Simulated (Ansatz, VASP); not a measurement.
## RuC5 in VASP and in Ansatz

The input INCAR:

```
SYSTEM = RuC5
PREC = Accurate
ENCUT = 600
EDIFF = 1E-6
ISMEAR = 0
SIGMA = 0.1
LREAL = .False.
LASPH = .True.
NELM = 100
ALGO = Normal
ISIF = 3
LWAVE = .False.
LCHARG = .False.
GGA = PE
IBRION = 2
NSW = 90
EDIFFG = -0.04
```

Contents of KPOINTS:

```
Automatic mesh
0
Gamma
  6 6 6
  0 0 0
```

The input POSCAR:

```
RuC5
1.0
    4.8075565036      0.0000000000      0.0000000000
   -2.4037782518      4.1634660623      0.0000000000
    0.0000000000      0.0000000000      2.7728094261
Ru C
1 5
Direct
    0.0000000000      0.0000000000      0.0000000000
    0.5000000000      0.0000000000      0.0000000000
    0.0000000000      0.5000000000      0.0000000000
    0.5000000000      0.5000000000      0.0000000000
    0.3333333333      0.6666666667      0.0000000000
    0.6666666667      0.3333333333      0.0000000000
```

Input for Ansatz:

```yaml
crystal:
  lattice:
    - [4.8075565036, 0.0, 0.0]
    - [-2.4037782518, 4.1634660623, 0.0]
    - [0.0, 0.0, 2.7728094261]
  atoms:
    - { symbol: Ru, position: [0.0, 0.0, 0.0] }
    - { symbol: C, position: [0.5, 0.0, 0.0] }
    - { symbol: C, position: [0.0, 0.5, 0.0] }
    - { symbol: C, position: [0.5, 0.5, 0.0] }
    - { symbol: C, position: [0.3333333333, 0.6666666667, 0.0] }
    - { symbol: C, position: [0.6666666667, 0.3333333333, 0.0] }
basis:
  ecutwfc: 420
kpoints:
  mp_grid: { grid: [6, 6, 6] }
hamiltonian:
  xc: pbe
scf:
  occupations: { method: gaussian, width: 0.1 }
  lower_state_search: "off"
output:
  forces: true
  stress: true
  eigenvalues: true
relax:
  adjacent_minimum: "off"
  f_tol: 0.04
  max_steps: 70
  cell: { stress_tol: 0.4 }
```

Alike in both runs: task relaxation of cell and atoms; functional PBE; k mesh 6 × 6 × 6; occupations gaussian, width 0.1 eV; no spin polarisation.

```csv
,VASP,Ansatz
version,VASP 6.6.1,Ansatz 0.2.0
potentials or method,"VASP PAW PBE potentials, release 64 (Ru_pv, C), cutoff 600 eV","scalar-relativistic, plane waves, PAW"
valence electrons in the cell,34,36
```

VASP gave:

| Property | Result |
| --- | --- |
| gap on the k mesh at the Fermi level, each at its own relaxed structure (eV) | none |
| relaxed volume (Å³/atom) | 9.25 |
| relaxed cell length with the largest relative difference (Å) | 2.777 |

Problem. What did Ansatz give for the same quantities?

Solution. gap on the k mesh at the Fermi level, each at its own relaxed structure (eV): none; relaxed volume (Å³/atom): 9.34; relaxed cell length with the largest relative difference (Å): 2.801.

A gap of «none» marks a metal or a gap that the smearing closes. VASP's potentials hold 34 valence electrons a cell and Ansatz's 36, so a difference there can come from the potentials and not from the codes.

The k mesh is coarse, so the values compare programs but aren't converged.
